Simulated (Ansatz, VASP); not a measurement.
**FeNi3 in VASP and in Ansatz**

The input INCAR:

```
  PREC = Accurate
  ENCUT = 520
  EDIFF = 1E-7
  ISMEAR = -1
  SIGMA = 0.05
  LREAL = F
  LASPH = T
  NELM = 150
  ALGO = Normal
  ISIF = 2
  LWAVE = F
  LCHARG = F
  ISPIN = 2
  MAGMOM = 1 1 1 3
  LORBIT = 11
  LMAXMIX = 4
  GGA = PS
  NBANDS = 31
```

File KPOINTS:

```
Automatic mesh
0
Gamma
  8 8 8
```

Contents of POSCAR:

```
FeNi3
1.0
    3.5212073368      0.0000000000      0.0000000000
    0.0000000000      3.5212073368      0.0000000000
    0.0000000000      0.0000000000      3.5212073368
Ni Fe
3 1
Direct
    0.5000000000      0.5000000000      0.0000000000
    0.5000000000      0.0000000000      0.5000000000
    0.0000000000      0.5000000000      0.5000000000
    0.0000000000      0.0000000000      0.0000000000
```

input.yaml

```yaml
crystal:
  lattice:
    - [3.5212073368, 0.0, 0.0]
    - [0.0, 3.5212073368, 0.0]
    - [0.0, 0.0, 3.5212073368]
  atoms:
    - { symbol: Ni, position: [0.5, 0.5, 0.0], spin: 1.0 }
    - { symbol: Ni, position: [0.5, 0.0, 0.5], spin: 1.0 }
    - { symbol: Ni, position: [0.0, 0.5, 0.5], spin: 1.0 }
    - { symbol: Fe, position: [0.0, 0.0, 0.0], spin: 3.0 }
kpoints:
  mp_grid: { grid: [8, 8, 8] }
scf:
  occupations: { method: fermi_dirac, width: 0.05 }
hamiltonian:
  xc: pbesol
  pseudopotentials: { kind: all_electron, lapw: { basis_error: 0.001 } }
magnetization:
  spin_polarized: true
output:
  forces: true
  stress: true
  eigenvalues: true
```

Change from the starting cell: volume scaled by 0.98.

Alike in both runs: task single point; functional PBEsol; k mesh 8 × 8 × 8; occupations fermi-dirac, width 0.05 eV; collinear spin.

```csv
,VASP,Ansatz
version,VASP 6.6.1,Ansatz 0.2.0
potentials or method,"VASP PAW PBE potentials, release 64 (Ni, Fe), cutoff 520 eV","all-electron LAPW, scalar-relativistic"
```

|  | VASP | Ansatz | Ansatz less VASP |
| --- | --- | --- | --- |
| gap on the k mesh at the Fermi level (eV) | none | none | - |
| pressure (GPa) | -5.8 | -5.7 | +0.06 |
| net moment per atom (μB) | 1.19 | 1.20 | +0.017 |
| size of the moment on the site where the two differ most (μB) | 2.87 | 2.92 | +0.048 |

VASP's potentials were made for PBE, not for PBEsol. Site moments also hang on the region over which each program counts them. A gap of «none» marks a metal or a gap that the smearing closes. Ansatz ran all-electron here, and VASP with PAW potentials.
